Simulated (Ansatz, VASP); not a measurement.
# BeAg in VASP and in Ansatz

```
Be Ag
1.0
     2.94829    0.00000    0.00000
     0.00000    2.94829    0.00000
     0.00000    0.00000    2.94829
Be Ag
1 1
Cartesian
  0.0000 0.0000 0.0000
  1.4741 1.4741 1.4741
```

Alike in both runs: functional PBE; k mesh 6 × 6 × 6; occupations gaussian, width 0.1 eV; no spin polarisation.

Ansatz relaxed the structure, and its values are those at the end. VASP's run is a single point on that final structure, the one shown.

```csv
,VASP,Ansatz
version,VASP 6.6.1,Ansatz 0.2.0
potentials or method,"VASP PAW PBE potentials, release 64 (Be, Ag), cutoff 520 eV","scalar-relativistic, plane waves, PAW"
valence electrons in the cell,13,21
```

VASP gave:

```
gap on the k mesh at the Fermi level (eV) : none
pressure (GPa)                            : -0.2
```

Problem. Estimate Ansatz's values.

Solution. gap on the k mesh at the Fermi level (eV): none; pressure (GPa): -0.1.

A gap of «none» marks a metal or a gap that the smearing closes. VASP's potentials hold 13 valence electrons a cell and Ansatz's 21, so a difference there can come from the potentials and not from the codes.
